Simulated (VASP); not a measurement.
# C (P6_3/mmc) in VASP: further runs

Runs on C. Level: r2SCAN+D3(BJ). Tasks: single point.

Everything below comes from runs of VASP 6.6.1. Logs are shortened: lines on timing, memory, paths and dates and some standing lists are left out, and cuts for length are marked.

## 1. The cell of the first run

The structure is hexagonal, space group P6_3/mmc (No. 194). The conventional cell has a = 2.456 Å, b = 2.456 Å, c = 6.696 Å, α = 90.00°, β = 90.00°, γ = 120.00°. Within 1.9 Å of C (site symmetry -6m2) lie 3 C at 1.42 Å. Within 1.9 Å of C (site symmetry -6m2) lie 3 C at 1.42 Å.

## 2. Single point, r2SCAN+D3(BJ)

The input, POSCAR:

```
C
1.0
    2.4560000000      0.0000000000      0.0000000000
   -1.2280000000      2.1269583917      0.0000000000
    0.0000000000      0.0000000000      6.6960000000
C
4
Direct
    0.0000000000      0.0000000000      0.7500000000
    0.0000000000      0.0000000000      0.2500000000
    0.3333333333      0.6666666667      0.7500000000
    0.6666666667      0.3333333333      0.2500000000
```

The input, INCAR.step1:

```
SYSTEM = C
PREC = Accurate ; ENCUT = 520
ISMEAR = 0 ; SIGMA = 0.1
LREAL = .FALSE. ; LASPH = .TRUE.
NELM = 100 ; NBANDS = 16
GGA = PE ; ALGO = Normal
EDIFF = 1E-4 ; LWAVE = .TRUE.
LCHARG = .FALSE.
```

The input, INCAR.step2:

```
SYSTEM = C
PREC = Accurate ; ENCUT = 520
EDIFF = 1E-7 ; ISMEAR = 0
SIGMA = 0.1 ; LREAL = .FALSE.
LASPH = .TRUE. ; NELM = 100
ALGO = Normal ; ISIF = 2
LWAVE = .FALSE. ; LCHARG = .TRUE.
METAGGA = R2SCAN ; LMIXTAU = .TRUE.
IVDW = 12 ; VDW_S6 = 1.0
VDW_S8 = 0.78981345 ; VDW_A1 = 0.49484001
VDW_A2 = 5.73083694 ; LELF = .TRUE.
LVHAR = .TRUE. ; NBANDS = 16
ISTART = 1
```

The input, KPOINTS:

```
Automatic mesh
0
G
  9 9 4
  0 0 0
```

Potentials or basis: VASP PAW PBE potentials, release 64 (C).

Run with:

```sh
cat potpaw_PBE.64/C/POTCAR > POTCAR
cp INCAR.step1 INCAR
mpirun -np 1 vasp_std > vasp.out
cp INCAR.step2 INCAR
mpirun -np 1 vasp_std > vasp.out
```

OUTCAR:

```text
SYSTEM = C
   PREC = Accurate
   ENCUT = 520
   EDIFF = 1E-7
   ISMEAR = 0
   LREAL = .FALSE.
   LASPH = .TRUE.
   NELM = 100
   ISIF = 2
   METAGGA = R2SCAN
   IVDW = 12
   ISTART = 1
 IVDW          = 12

 ion  position               nearest neighbor table
   1  0.000  0.000  0.750-   3 1.42   3 1.42   3 1.42
   2  0.000  0.000  0.250-   4 1.42   4 1.42   4 1.42
   3  0.333  0.667  0.750-   1 1.42   1 1.42   1 1.42
   4  0.667  0.333  0.250-   2 1.42   2 1.42   2 1.42

  LATTYP: Found a hexagonal cell.
 ALAT       =     2.4560000000
 C/A-ratio  =     2.7263843648

  Lattice vectors:

 A1 = (   2.4560000000,   0.0000000000,   0.0000000000)
 A2 = (  -1.2280000000,   2.1269583917,   0.0000000000)
 A3 = (   0.0000000000,   0.0000000000,   6.6960000000)

Analysis of symmetry for initial positions (statically):
=====================================================================
 Subroutine PRICEL returns:
 Original cell was already a primitive cell.

 Routine SETGRP: Setting up the symmetry group for a
 hexagonal supercell.

 Subroutine GETGRP returns: Found 24 space group operations
 (whereof 12 operations were pure point group operations)
 out of a pool of 24 trial point group operations.

The static configuration has the point symmetry D_3d.
 The point group associated with its full space group is D_6h.

Analysis of symmetry for dynamics (positions and initial velocities):
=====================================================================
 Subroutine PRICEL returns:
 Original cell was already a primitive cell.

 Routine SETGRP: Setting up the symmetry group for a
 hexagonal supercell.

 Subroutine GETGRP returns: Found 24 space group operations
 (whereof 12 operations were pure point group operations)
 out of a pool of 24 trial point group operations.

The dynamic configuration has the point symmetry D_3d.
 The point group associated with its full space group is D_6h.

 Subroutine INISYM returns: Found 24 space group operations
 (whereof 12 operations are pure point group operations),
 and found     1 'primitive' translations

----------------------------------------------------------------------------------------

                                     Primitive cell

  volume of cell :      34.9786

  direct lattice vectors                    reciprocal lattice vectors
     2.456000000  0.000000000  0.000000000     0.407166124  0.235077471  0.000000000
    -1.228000000  2.126958392  0.000000000     0.000000000  0.470154942  0.000000000
     0.000000000  0.000000000  6.696000000     0.000000000  0.000000000  0.149342891

  length of vectors
     2.456000000  2.456000000  6.696000000     0.470154942  0.470154942  0.149342891

  position of ions in fractional coordinates (direct lattice)
     0.000000000  0.000000000  0.750000000
     0.000000000  0.000000000  0.250000000
     0.333333333  0.666666667  0.750000000
     0.666666667  0.333333333  0.250000000

  ion indices of the primitive-cell ions
   primitive index   ion index
                 1           1
                 2           2
                 3           3
                 4           4

----------------------------------------------------------------------------------------

 KPOINTS: Automatic mesh

Automatic generation of k-mesh.
 Grid dimensions read from file:
 generate k-points for:    9    9    4

 Generating k-lattice:

  Cartesian coordinates                     Fractional coordinates (reciprocal lattice)
     0.045240680  0.026119719  0.000000000     0.111111111  0.000000000  0.000000000
     0.000000000  0.052239438  0.000000000     0.000000000  0.111111111  0.000000000
     0.000000000  0.000000000  0.037335723     0.000000000  0.000000000  0.250000000

  Length of vectors
     0.052239438  0.052239438  0.037335723

  Shift w.r.t. Gamma in fractional coordinates (k-lattice)
     0.000000000  0.000000000  0.000000000

 Subroutine IBZKPT returns following result:
 ===========================================

 Found     36 irreducible k-points:

 Following reciprocal coordinates:
            Coordinates               Weight
  0.000000  0.000000  0.000000      1.000000
  0.111111 -0.000000  0.000000      6.000000
  0.222222 -0.000000  0.000000      6.000000
  0.333333 -0.000000  0.000000      6.000000
  0.444444 -0.000000  0.000000      6.000000
  0.111111  0.111111  0.000000      6.000000
[... 16 lines left out ...]
  0.333333  0.222222  0.250000     24.000000
  0.333333  0.333333  0.250000      4.000000
 [... further k-points ...]
   k-points           NKPTS =     36   k-points in BZ     NKDIM =     36   number of bands    NBANDS=     16
   number of dos      NEDOS =    301   number of ions     NIONS =      4
   total plane-waves  NPLWV =  16200
   dimension x,y,z NGX =    18 NGY =   18 NGZ =   50
   dimension x,y,z NGXF=    36 NGYF=   36 NGZF=  100
   ions per type =               4
   NGX,Y,Z   is equivalent  to a cutoff of  12.18, 12.18, 12.41 a.u.
   NGXF,Y,Z  is equivalent  to a cutoff of  24.37, 24.37, 24.83 a.u.
 SYSTEM =  C
   PREC   = accura    normal or accurate (medium, high low for compatibility)
   ISTART =      1    job   : 0-new  1-cont  2-samecut
   ICHARG =      0    charge: 1-file 2-atom 10-const
   ISPIN  =      1    spin polarized calculation?
   LNONCOLLINEAR =      F non collinear calculations
   LSORBIT =      F    spin-orbit coupling
   LASPH  =      T    aspherical Exc in radial PAW
   ENCUT  =  520.0 eV  38.22 Ry    6.18 a.u.   4.57  4.57 12.45*2*pi/ulx,y,z
   NELM   =    100;   NELMIN=  2; NELMDL=  0     # of ELM steps
   EDIFF  = 0.1E-06   stopping-criterion for ELM
   LREAL  =      F    real-space projection
   EDIFFG = 0.1E-05   stopping-criterion for IOM
   NSW    =      0    number of steps for IOM
   IBRION =     -1    ionic relax: 0-MD 1-quasi-New 2-CG
   NFREE  =      0    steps in history (QN), initial steepest desc. (CG)
   ISIF   =      2    stress and relaxation
   ISYM   =      2    0-nonsym 1-usesym 2-fastsym
   POTIM  = 0.5000    time-step for ionic-motion
   TEBEG  =    0.0;   TEEND  =   0.0 temperature during run
   PSTRESS=    0.0 pullay stress
   NELECT =      16.0000    total number of electrons
   NUPDOWN=      -1.0000    fix difference up-down
   EMIN   =  10.00;   EMAX   =-10.00  energy-range for DOS
   EFERMI =   0.00;   METHOD = LEGACY
   ISMEAR =     0;   SIGMA  =   0.10  broadening in eV -4-tet -1-fermi 0-gaus
   EFERMI_NEDOS =   21; number of points for ismear=-14 and -15
   IALGO  =     38    algorithm
   IMIX   =      4    mixing-type and parameters
     AMIX     =   0.40;   BMIX     =  1.00
     AMIX_MAG =   1.60;   BMIX_MAG =  1.00
  volume/ion in A,a.u.               =       8.74        59.01
  Fermi-wavevector in a.u.,A,eV,Ry     =   1.261384  2.383670 21.648079  1.591089
  Thomas-Fermi vector in A             =   2.394846
   LORBIT       =      0    0 simple, 1 ext, 2 COOP (PROOUT), +10 PAW based schemes
   METAGGA = R2SCAN    functional components
   LHFCALC =     F    Hartree Fock is set to
   AEXX    =    0.0000 exact exchange contribution
   IVDW    =    12    specifies the selected vdW correction
   LEPSILON=     F    determine dielectric tensor
   LRPA    =     F    only Hartree local field effects (RPA)
 non-spin polarized calculation
 Gauss-broadening in eV      SIGMA  =   0.10
  energy-cutoff  :      520.00
  volume of cell :       34.98
 maximum number of plane-waves:       979
   NGX =  9   NGY =  9   NGZ = 25

 number of electron      15.9999994 magnetization

 Free energy of the ion-electron system (eV)
  ---------------------------------------------------
  ext. energy  EPLUGINS =         0.00000000
  ---------------------------------------------------
  free energy    TOTEN  =       -39.72460853 eV

  energy without entropy =      -39.72117493  energy(sigma->0) =      -39.72289173

 E-fermi :   4.6989     XC(G=0): -11.1592

 val. band max:        4.6968755885   @ k =   0.3333   0.3333   0.2500
 cond. band min:       4.7066740896   @ k =   0.3333   0.3333   0.5000
 fundamental gap:      0.0097985011
 Fermi energy:         4.6988871316

 k-point     1 :       0.0000    0.0000    0.0000
  band No.  band energies     occupation
      1     -16.2694      2.00000
      2     -15.9677      2.00000
      3      -4.3432      2.00000
      4      -2.3062      2.00000
      5       1.5045      2.00000
      6       1.5045      2.00000
[... 8 lines left out ...]
     15      17.1172      0.00000
     16      17.3525      0.00000

 k-point     2 :       0.1111   -0.0000    0.0000
  band No.  band energies     occupation
      1     -15.9567      2.00000
      2     -15.6603      2.00000
      3      -3.9653      2.00000
      4      -1.9502      2.00000
      5       0.2847      2.00000
      6       0.3302      2.00000
[... 8 lines left out ...]
     15      16.1894      0.00000
     16      16.3220      0.00000

 k-point     3 :       0.2222   -0.0000    0.0000
  band No.  band energies     occupation
      1     -15.0255      2.00000
      2     -14.7442      2.00000
      3      -2.8466      2.00000
      4      -2.4783      2.00000
      5      -2.3869      2.00000
      6      -0.9060      2.00000
[... 8 lines left out ...]
     15      17.9195      0.00000
     16      17.9702      0.00000

 k-point     4 :       0.3333   -0.0000    0.0000
  band No.  band energies     occupation
      1     -13.4990      2.00000
      2     -13.2431      2.00000
      3      -5.6328      2.00000
      4      -5.4949      2.00000
      5      -1.4509      2.00000
      6      -1.3958      2.00000
[... 8 lines left out ...]
     15      20.4753      0.00000
     16      21.9538      0.00000
[... 324 lines left out ...]
 k-point    22 :       0.2222    0.2222    0.2500
  band No.  band energies     occupation
      1     -12.5718      2.00000
      2     -12.4016      2.00000
      3      -5.6647      2.00000
      4      -5.6137      2.00000
      5      -3.9437      2.00000
      6      -3.9059      2.00000
[... 8 lines left out ...]
     15      17.5926      0.00000
     16      17.9297      0.00000

 k-point    23 :       0.3333    0.2222    0.2500
  band No.  band energies     occupation
      1     -10.6012      2.00000
      2     -10.4616      2.00000
      3      -7.9261      2.00000
      4      -7.8298      2.00000
      5      -5.0268      2.00000
      6      -4.9559      2.00000
[... 8 lines left out ...]
     15      18.0025      0.00000
     16      19.0271      0.00000

 k-point    24 :       0.3333    0.3333    0.2500
  band No.  band energies     occupation
      1      -8.8525      2.00000
      2      -8.7796      2.00000
      3      -8.7796      2.00000
      4      -8.7142      2.00000
      5      -6.4403      2.00000
      6      -6.4403      2.00000
[... 8 lines left out ...]
     15      18.8539      0.00000
     16      20.1400      0.00000

 [... further k-points ...]

------------------------ aborting loop because EDIFF is reached ----------------------------------------

 Edisp (eV)   -0.30583

 E8    (eV) :    -0.0640

  FORCE on cell =-STRESS in cart. coord.  units (eV):
  Direction    XX          YY          ZZ          XY          YZ          ZX
  --------------------------------------------------------------------------------------
  -------------------------------------------------------------------------------------
  Total       0.20712     0.20712    -0.02053     0.00000     0.00000     0.00000
  in kB       9.48688     9.48688    -0.94044     0.00000     0.00000     0.00000
  external pressure =        6.01 kB  Pullay stress =        0.00 kB

 VOLUME and BASIS-vectors are now :
 -----------------------------------------------------------------------------
  energy-cutoff  :      520.00
  volume of cell :       34.98
      direct lattice vectors                 reciprocal lattice vectors
     2.456000000  0.000000000  0.000000000     0.407166124  0.235077471  0.000000000
    -1.228000000  2.126958392  0.000000000     0.000000000  0.470154942  0.000000000
     0.000000000  0.000000000  6.696000000     0.000000000  0.000000000  0.149342891

 POSITION                                       TOTAL-FORCE (eV/Angst)
 -----------------------------------------------------------------------------------
      0.00000      0.00000      5.02200         0.000000      0.000000      0.000000
      0.00000      0.00000      1.67400        -0.000000     -0.000000     -0.000000
     -0.00000      1.41797      5.02200        -0.000000      0.000000     -0.000000
      1.22800      0.70899      1.67400        -0.000000     -0.000000      0.000000
 -----------------------------------------------------------------------------------
    total drift:                               -0.000000      0.000000      0.000000

  FREE ENERGIE OF THE ION-ELECTRON SYSTEM (eV)
  ---------------------------------------------------
  free  energy   TOTEN  =       -40.0304395864 eV

  energy  without entropy=      -40.0270059834  energy(sigma->0) =      -40.02872278
```

Wall time 47 s (1 thread of Intel Xeon Platinum 8488C (Sapphire Rapids), shared host); peak memory 0.16 GiB.

What came out:

- Free energy: -40.0304 eV
- Pressure: 0.6 GPa
- Band gap on the k mesh: zero (band 8 reaches 4.71 eV, above the bottom of band 9 at 4.68 eV)
- Dispersion energy per atom: -0.076 eV

Caveat: the PAW data sets were made with another functional, which shifts forces and pressure a little.

## 3. Single point, r2SCAN+D3(BJ)

This run uses another cell than the first one, of 8.79 Å³/atom, 1.005 times its volume.

The input, POSCAR:

```
C
1.0
    2.4554649471      0.0000000000      0.0000000000
   -1.2277324736      2.1264950223      0.0000000000
    0.0000000000      0.0000000000      6.7303720846
C
4
Direct
    0.0000000000      0.0000000000      0.7500000000
    0.0000000000      0.0000000000      0.2500000000
    0.3333333333      0.6666666667      0.7500000000
    0.6666666667      0.3333333333      0.2500000000
```

The input, INCAR.step1:

```
SYSTEM = C
PREC = Accurate ; ENCUT = 520
ISMEAR = 0 ; SIGMA = 0.1
LREAL = .False. ; LASPH = .True.
NELM = 100 ; NBANDS = 16
GGA = PE ; ALGO = Normal
EDIFF = 1E-4 ; LWAVE = .True.
LCHARG = .False.
```

The input, INCAR.step2:

```
SYSTEM = C
PREC = Accurate ; ENCUT = 520
EDIFF = 1E-6 ; ISMEAR = 0
SIGMA = 0.1 ; LREAL = .False.
LASPH = .True. ; NELM = 100
ALGO = Normal ; ISIF = 2
LWAVE = .False. ; LCHARG = .True.
METAGGA = R2SCAN ; LMIXTAU = .True.
IVDW = 12 ; VDW_S6 = 1.0
VDW_S8 = 0.78981345 ; VDW_A1 = 0.49484001
VDW_A2 = 5.73083694 ; LELF = .True.
LVHAR = .True. ; NBANDS = 16
ISTART = 1
```

The input, KPOINTS:

```
regular mesh
0
Gamma
  21 21 6
  0 0 0
```

Potentials or basis: VASP PAW PBE potentials, release 64 (C).

Run with:

```sh
cat potpaw_PBE.64/C/POTCAR > POTCAR
cp INCAR.step1 INCAR
mpirun -np 1 vasp_std > vasp.out
cp INCAR.step2 INCAR
mpirun -np 1 vasp_std > vasp.out
```

OUTCAR:

```text
SYSTEM = C
   PREC = Accurate
   ENCUT = 520
   EDIFF = 1E-6
   ISMEAR = 0
   LREAL = .False.
   LASPH = .True.
   NELM = 100
   ISIF = 2
   METAGGA = R2SCAN
   IVDW = 12
   ISTART = 1
 IVDW          = 12

 ion  position               nearest neighbor table
   1  0.000  0.000  0.750-   3 1.42   3 1.42   3 1.42
   2  0.000  0.000  0.250-   4 1.42   4 1.42   4 1.42
   3  0.333  0.667  0.750-   1 1.42   1 1.42   1 1.42
   4  0.667  0.333  0.250-   2 1.42   2 1.42   2 1.42

  LATTYP: Found a hexagonal cell.
[... 657 lines left out ...]

 E8    (eV) :    -0.0636

  FORCE on cell =-STRESS in cart. coord.  units (eV):
  Direction    XX          YY          ZZ          XY          YZ          ZX
  --------------------------------------------------------------------------------------
  -------------------------------------------------------------------------------------
  Total       0.23361     0.23361    -0.02465    -0.00000     0.00000     0.00000
  in kB      10.65036    10.65036    -1.12387    -0.00000     0.00000     0.00000
  external pressure =        6.73 kB  Pullay stress =        0.00 kB

 VOLUME and BASIS-vectors are now :
 -----------------------------------------------------------------------------
  energy-cutoff  :      520.00
  volume of cell :       35.14
      direct lattice vectors                 reciprocal lattice vectors
     2.455464947  0.000000000  0.000000000     0.407254846  0.235128695  0.000000000
    -1.227732474  2.126495022  0.000000000     0.000000000  0.470257390  0.000000000
     0.000000000  0.000000000  6.730372085     0.000000000  0.000000000  0.148580195

 POSITION                                       TOTAL-FORCE (eV/Angst)
 -----------------------------------------------------------------------------------
      0.00000      0.00000      5.04778        -0.000000     -0.000000     -0.000000
      0.00000      0.00000      1.68259         0.000000      0.000000     -0.000000
     -0.00000      1.41766      5.04778         0.000000      0.000000      0.000000
      1.22773      0.70883      1.68259         0.000000     -0.000000     -0.000000
 -----------------------------------------------------------------------------------
    total drift:                               -0.000000      0.000000      0.000000

  FREE ENERGIE OF THE ION-ELECTRON SYSTEM (eV)
  ---------------------------------------------------
  free  energy   TOTEN  =       -40.0495410229 eV

  energy  without entropy=      -40.0489517740  energy(sigma->0) =      -40.04924640
```

OSZICAR.step1:

```text
N       E                     dE             d eps       ncg     rms          rms(c)
DAV:   1     0.331364983766E+02    0.33136E+02   -0.79372E+03  6152   0.923E+02
DAV:   2    -0.366619650524E+02   -0.69798E+02   -0.63562E+02  8800   0.190E+02
DAV:   3    -0.392722476028E+02   -0.26103E+01   -0.25987E+01  7968   0.341E+01
DAV:   4    -0.392939641903E+02   -0.21717E-01   -0.21709E-01  7896   0.370E+00
DAV:   5    -0.392943051278E+02   -0.34094E-03   -0.34093E-03  7720   0.443E-01    0.907E+00
DAV:   6    -0.374227068300E+02    0.18716E+01   -0.12356E+00  7352   0.710E+00    0.530E+00
DAV:   7    -0.368322605554E+02    0.59045E+00   -0.15295E+00  7608   0.801E+00    0.151E+00
DAV:   8    -0.368419060990E+02   -0.96455E-02   -0.75554E-02  7320   0.165E+00    0.363E-01
DAV:   9    -0.368403763459E+02    0.15298E-02   -0.22382E-03  7784   0.333E-01    0.101E-01
DAV:  10    -0.368405734364E+02   -0.19709E-03   -0.61449E-04  6808   0.161E-01    0.736E-02
DAV:  11    -0.368405662053E+02    0.72311E-05   -0.29643E-05  4784   0.386E-02
   1 F= -.36840566E+02 E0= -.36840271E+02  d E =-.590531E-03
```

Wall time 3 min (1 thread of Intel Xeon Platinum 8488C (Sapphire Rapids), shared host); peak memory 0.21 GiB.

Results:

```
Free energy                : -40.0495 eV
Pressure                   : 0.7 GPa
Band gap on the k mesh     : zero (band 8 reaches 4.67 eV, above the bottom of band 9 at 4.64 eV)
Dispersion energy per atom : -0.076 eV
```

Stress tensor (GPa, compression positive):
```
 1.07  0.00  0.00
 0.00  1.07  0.00
 0.00  0.00 -0.11
```

Caveat: the PAW data sets were made with another functional, which shifts forces and pressure a little.

(Part 1 of 2 ends here.)
